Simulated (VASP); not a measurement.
# Ti (R-3m) in VASP: single point with r2SCAN

Aim: the single point of Ti with r2SCAN.

All numbers are computed with VASP 6.6.1; they aren't measurements. Logs are shortened: lines on timing, memory, paths and dates and some standing lists are left out, and cuts for length are marked.

### 1 The cell of the first run

It takes space group R-3m (No. 166, trigonal). Conventional cell: a = 2.405 Å, b = 2.405 Å, c = 10.017 Å, α = 90.00°, β = 90.00°, γ = 120.00°. Ti (site symmetry -3m) has 6 Ti at 2.41 Å within 3.2 Å.

### 2 Single point, r2SCAN

POSCAR reads:

```
Ti
1.0
    0.7937550690      2.4946587882      2.4946587882
    2.4946587882      0.7937550690      2.4946587882
    2.4946587882      2.4946587882      0.7937550690
Ti
1
Direct
    0.0000000000      0.0000000000      0.0000000000
```

INCAR.step1 reads:

```
SYSTEM = Ti
PREC = Accurate
ENCUT = 520
ISMEAR = 0
SIGMA = 0.15
LREAL = .False.
LASPH = .True.
NELM = 100
NBANDS = 12
GGA = PE
ALGO = Normal
EDIFF = 1E-4
LWAVE = .True.
LCHARG = .False.
```

INCAR.step2 reads:

```
SYSTEM = Ti
PREC = Accurate
ENCUT = 520
EDIFF = 1E-7
ISMEAR = 0
SIGMA = 0.15
LREAL = .False.
LASPH = .True.
NELM = 100
ALGO = Normal
ISIF = 2
LWAVE = .False.
LCHARG = .False.
METAGGA = R2SCAN
LMIXTAU = .True.
NBANDS = 12
ISTART = 1
```

KPOINTS reads:

```
regular mesh
0
Gamma
  22 22 22
  0 0 0
```

Potentials or basis: VASP PAW PBE potentials, release 64 (Ti_sv).

On the command line:

```console
cat potpaw_PBE.64/Ti_sv/POTCAR > POTCAR
cp INCAR.step1 INCAR
mpirun -np 1 vasp_std > vasp.out
cp INCAR.step2 INCAR
mpirun -np 1 vasp_std > vasp.out
```

OUTCAR:

```text
SYSTEM = Ti
   PREC = Accurate
   ENCUT = 520
   EDIFF = 1E-7
   ISMEAR = 0
   LREAL = .False.
   LASPH = .True.
   NELM = 100
   ISIF = 2
   METAGGA = R2SCAN
   ISTART = 1

 ion  position               nearest neighbor table
   1  0.000  0.000  0.000-

  LATTYP: Found a trigonal (rhomboedric) cell.
 ALAT       =     3.6161709098
 COS(alpha) =     0.7787610620

  Lattice vectors:

 A1 = (   0.7937550690,   2.4946587882,   2.4946587882)
 A2 = (   2.4946587882,   0.7937550690,   2.4946587882)
 A3 = (   2.4946587882,   2.4946587882,   0.7937550690)

Analysis of symmetry for initial positions (statically):
=====================================================================
 Subroutine PRICEL returns:
 Original cell was already a primitive cell.

 Routine SETGRP: Setting up the symmetry group for a
 trigonal (rhombohedral) supercell.

 Subroutine GETGRP returns: Found 12 space group operations
 (whereof 12 operations were pure point group operations)
 out of a pool of 12 trial point group operations.

The static configuration has the point symmetry D_3d.

Analysis of symmetry for dynamics (positions and initial velocities):
=====================================================================
 Subroutine PRICEL returns:
 Original cell was already a primitive cell.

 Routine SETGRP: Setting up the symmetry group for a
 trigonal (rhombohedral) supercell.

 Subroutine GETGRP returns: Found 12 space group operations
 (whereof 12 operations were pure point group operations)
 out of a pool of 12 trial point group operations.

The dynamic configuration has the point symmetry D_3d.

 Subroutine INISYM returns: Found 12 space group operations
 (whereof 12 operations are pure point group operations),
 and found     1 'primitive' translations

----------------------------------------------------------------------------------------

                                     Primitive cell

  volume of cell :      16.7309

  direct lattice vectors                    reciprocal lattice vectors
     0.793755069  2.494658788  2.494658788    -0.334309017  0.253613737  0.253613737
     2.494658788  0.793755069  2.494658788     0.253613737 -0.334309017  0.253613737
     2.494658788  2.494658788  0.793755069     0.253613737  0.253613737 -0.334309017

  length of vectors
     3.616170910  3.616170910  3.616170910     0.490308448  0.490308448  0.490308448

  position of ions in fractional coordinates (direct lattice)
     0.000000000  0.000000000  0.000000000

  ion indices of the primitive-cell ions
   primitive index   ion index
                 1           1

----------------------------------------------------------------------------------------

 KPOINTS: regular mesh

Automatic generation of k-mesh.
 Grid dimensions read from file:
 generate k-points for:   22   22   22

 Generating k-lattice:

  Cartesian coordinates                     Fractional coordinates (reciprocal lattice)
    -0.015195864  0.011527897  0.011527897     0.045454545  0.000000000  0.000000000
     0.011527897 -0.015195864  0.011527897     0.000000000  0.045454545  0.000000000
     0.011527897  0.011527897 -0.015195864     0.000000000  0.000000000  0.045454545

  Length of vectors
     0.022286748  0.022286748  0.022286748

  Shift w.r.t. Gamma in fractional coordinates (k-lattice)
     0.000000000  0.000000000  0.000000000

 Subroutine IBZKPT returns following result:
 ===========================================

 Found   1024 irreducible k-points:

 Following reciprocal coordinates:
            Coordinates               Weight
  0.000000  0.000000  0.000000      1.000000
  0.045455  0.000000  0.000000      6.000000
  0.090909  0.000000  0.000000      6.000000
  0.136364  0.000000 -0.000000      6.000000
  0.181818 -0.000000 -0.000000      6.000000
  0.227273  0.000000  0.000000      6.000000
[... 16 lines left out ...]
  0.500000  0.045455  0.000000     12.000000
 -0.454545  0.045455 -0.000000     12.000000
 [... further k-points ...]
   k-points           NKPTS =   1024   k-points in BZ     NKDIM =   1024   number of bands    NBANDS=     12
   number of dos      NEDOS =    301   number of ions     NIONS =      1
   total plane-waves  NPLWV =  21952
   dimension x,y,z NGX =    28 NGY =   28 NGZ =   28
   dimension x,y,z NGXF=    56 NGYF=   56 NGZF=   56
   ions per type =               1
   NGX,Y,Z   is equivalent  to a cutoff of  12.87, 12.87, 12.87 a.u.
   NGXF,Y,Z  is equivalent  to a cutoff of  25.74, 25.74, 25.74 a.u.
 SYSTEM =  Ti
   PREC   = accura    normal or accurate (medium, high low for compatibility)
   ISTART =      1    job   : 0-new  1-cont  2-samecut
   ICHARG =      0    charge: 1-file 2-atom 10-const
   ISPIN  =      1    spin polarized calculation?
   LNONCOLLINEAR =      F non collinear calculations
   LSORBIT =      F    spin-orbit coupling
   LASPH  =      T    aspherical Exc in radial PAW
   ENCUT  =  520.0 eV  38.22 Ry    6.18 a.u.   6.72  6.72  6.72*2*pi/ulx,y,z
   NELM   =    100;   NELMIN=  2; NELMDL=  0     # of ELM steps
   EDIFF  = 0.1E-06   stopping-criterion for ELM
   LREAL  =      F    real-space projection
   EDIFFG = 0.1E-05   stopping-criterion for IOM
   NSW    =      0    number of steps for IOM
   IBRION =     -1    ionic relax: 0-MD 1-quasi-New 2-CG
   NFREE  =      0    steps in history (QN), initial steepest desc. (CG)
   ISIF   =      2    stress and relaxation
   ISYM   =      2    0-nonsym 1-usesym 2-fastsym
   POTIM  = 0.5000    time-step for ionic-motion
   TEBEG  =    0.0;   TEEND  =   0.0 temperature during run
   PSTRESS=    0.0 pullay stress
   NELECT =      12.0000    total number of electrons
   NUPDOWN=      -1.0000    fix difference up-down
   EMIN   =  10.00;   EMAX   =-10.00  energy-range for DOS
   EFERMI =   0.00;   METHOD = LEGACY
   ISMEAR =     0;   SIGMA  =   0.15  broadening in eV -4-tet -1-fermi 0-gaus
   EFERMI_NEDOS =   21; number of points for ismear=-14 and -15
   IALGO  =     38    algorithm
   IMIX   =      4    mixing-type and parameters
     AMIX     =   0.40;   BMIX     =  1.00
     AMIX_MAG =   1.60;   BMIX_MAG =  1.00
  volume/ion in A,a.u.               =      16.73       112.91
  Fermi-wavevector in a.u.,A,eV,Ry     =   1.465421  2.769245 29.217967  2.147460
  Thomas-Fermi vector in A             =   2.581280
   LORBIT       =      0    0 simple, 1 ext, 2 COOP (PROOUT), +10 PAW based schemes
   METAGGA = R2SCAN    functional components
   LHFCALC =     F    Hartree Fock is set to
   AEXX    =    0.0000 exact exchange contribution
   IVDW    =     0    specifies the selected vdW correction
   LEPSILON=     F    determine dielectric tensor
   LRPA    =     F    only Hartree local field effects (RPA)
 non-spin polarized calculation
 Gauss-broadening in eV      SIGMA  =   0.15
  energy-cutoff  :      520.00
  volume of cell :       16.73
 maximum number of plane-waves:       474
   NGX = 13   NGY = 13   NGZ = 13

 number of electron      12.0000001 magnetization

 Free energy of the ion-electron system (eV)
  ---------------------------------------------------
  ext. energy  EPLUGINS =         0.00000000
  ---------------------------------------------------
  free energy    TOTEN  =       -11.75933325 eV

  energy without entropy =      -11.75439866  energy(sigma->0) =      -11.75686595

 E-fermi :   8.3578     XC(G=0): -12.2702

 val. band max:        8.3493016730   @ k =  -0.3636   0.4545   0.3182
 cond. band min:       8.3581571585   @ k =   0.5000   0.3182   0.1818
 fundamental gap:      0.0088554855
 Fermi energy:         8.3578479650

 k-point     1 :       0.0000    0.0000    0.0000
  band No.  band energies     occupation
      1     -50.4640      2.00000
      2     -25.4493      2.00000
      3     -24.1879      2.00000
      4     -24.1879      2.00000
      5       2.6354      2.00000
      6       6.5799      2.00000
      7       9.8844      0.00000
      8       9.8845      0.00000
      9      13.2524      0.00000
     10      13.2524      0.00000
     11      16.7639      0.00000
     12      25.0439      0.00000

 k-point     2 :       0.0455    0.0000    0.0000
  band No.  band energies     occupation
      1     -50.4512      2.00000
      2     -25.4406      2.00000
      3     -24.2460      2.00000
      4     -24.2000      2.00000
      5       2.7356      2.00000
      6       6.6583      2.00000
      7       9.7938      0.00000
      8       9.9685      0.00000
      9      12.9412      0.00000
     10      13.2257      0.00000
     11      17.1068      0.00000
     12      25.0639      0.00000

 k-point     3 :       0.0909    0.0000    0.0000
  band No.  band energies     occupation
      1     -50.4136      2.00000
      2     -25.4152      2.00000
      3     -24.4144      2.00000
      4     -24.2353      2.00000
      5       3.0280      2.00000
      6       6.8828      2.00000
      7       9.5502      0.00000
      8      10.2169      0.00000
      9      12.2427      0.00000
     10      13.1483      0.00000
     11      17.8934      0.00000
     12      25.1303      0.00000

 k-point     4 :       0.1364    0.0000   -0.0000
  band No.  band energies     occupation
      1     -50.3537      2.00000
      2     -25.3749      2.00000
      3     -24.6759      2.00000
      4     -24.2906      2.00000
      5       3.4884      2.00000
      6       7.2078      2.00000
      7       9.2444      0.00000
      8      10.6189      0.00000
      9      11.4376      0.00000
     10      13.0280      0.00000
     11      18.8212      0.00000
     12      25.2621      0.00000

 k-point     5 :       0.1818   -0.0000   -0.0000
  band No.  band energies     occupation
      1     -50.2758      2.00000
      2     -25.3228      2.00000
      3     -25.0054      2.00000
      4     -24.3609      2.00000
      5       4.0759      2.00000
      6       7.4859      2.00000
      7       9.0762      0.00000
      8      10.6567      0.00000
      9      11.1558      0.00000
     10      12.8765      0.00000
     11      19.7238      0.00000
     12      25.4900      0.00000
[... 228 lines left out ...]
      1     -49.8733      2.00000
      2     -26.5229      2.00000
      3     -25.0601      2.00000
      4     -24.7289      2.00000
      5       5.5701      2.00000
      6       7.2712      2.00000
      7       9.8211      0.00000
      8      11.5657      0.00000
      9      12.0685      0.00000
     10      14.4153      0.00000
     11      21.0957      0.00000
     12      21.9281      0.00000

 k-point    22 :       0.4545    0.0455    0.0000
  band No.  band energies     occupation
      1     -49.8194      2.00000
      2     -26.7113      2.00000
      3     -25.0245      2.00000
      4     -24.7736      2.00000
      5       5.4265      2.00000
      6       7.1703      2.00000
      7      10.5228      0.00000
      8      11.8271      0.00000
      9      12.0650      0.00000
     10      14.8811      0.00000
     11      20.5169      0.00000
     12      21.5840      0.00000

 k-point    23 :       0.5000    0.0455    0.0000
  band No.  band energies     occupation
      1     -49.7910      2.00000
      2     -26.8088      2.00000
      3     -25.0055      2.00000
      4     -24.7969      2.00000
      5       5.3410      2.00000
      6       7.1164      2.00000
      7      11.0116      0.00000
      8      11.8046      0.00000
      9      12.1462      0.00000
     10      15.1275      0.00000
     11      20.0115      0.00000
     12      21.6809      0.00000

 k-point    24 :      -0.4545    0.0455   -0.0000
  band No.  band energies     occupation
      1     -49.7911      2.00000
      2     -26.8088      2.00000
      3     -25.0047      2.00000
      4     -24.7969      2.00000
      5       5.3397      2.00000
      6       7.1498      2.00000
      7      10.7995      0.00000
      8      11.8445      0.00000
      9      12.2456      0.00000
     10      15.1348      0.00000
     11      19.9667      0.00000
     12      21.9156      0.00000

 [... further k-points ...]

------------------------ aborting loop because EDIFF is reached ----------------------------------------

  FORCE on cell =-STRESS in cart. coord.  units (eV):
  Direction    XX          YY          ZZ          XY          YZ          ZX
  --------------------------------------------------------------------------------------
  -------------------------------------------------------------------------------------
  Total        1.5980124      1.5980124      1.5980124     -2.2587525     -2.2587525     -2.2587525
  in kB      153.0286039    153.0286039    153.0286039   -216.3022891   -216.3022891   -216.3022891
  external PRESSURE =     153.0286039 kB  Pullay stress =       0.0000000 kB

 VOLUME and BASIS-vectors are now :
 -----------------------------------------------------------------------------
  energy-cutoff  :      520.00
  volume of cell :       16.73
      direct lattice vectors                 reciprocal lattice vectors
     0.793755069  2.494658788  2.494658788    -0.334309017  0.253613737  0.253613737
     2.494658788  0.793755069  2.494658788     0.253613737 -0.334309017  0.253613737
     2.494658788  2.494658788  0.793755069     0.253613737  0.253613737 -0.334309017

 POSITION                                       TOTAL-FORCE (eV/Angst)
 -----------------------------------------------------------------------------------
      0.00000      0.00000      0.00000         0.000000     -0.000000      0.000000
 -----------------------------------------------------------------------------------
    total drift:                               -0.000000     -0.000000     -0.000000

  FREE ENERGIE OF THE ION-ELECTRON SYSTEM (eV)
  ---------------------------------------------------
  free  energy   TOTEN  =       -11.7593332472 eV

  energy  without entropy=      -11.7543986620  energy(sigma->0) =      -11.75686595
```

Run time: 25 min. Hardware: 1 thread of Intel Xeon Platinum 8259CL at 2.50GHz (Skylake/Cascade Lake), shared host; peak memory 0.33 GiB.

What came out:

* Free energy: -11.7593 eV
* Pressure: 15.3 GPa
* Band gap on the k mesh: zero (band 6 reaches 8.56 eV, above the bottom of band 7 at 8.19 eV)

Caveat: the PAW data sets were made with another functional, which shifts forces and pressure a little.
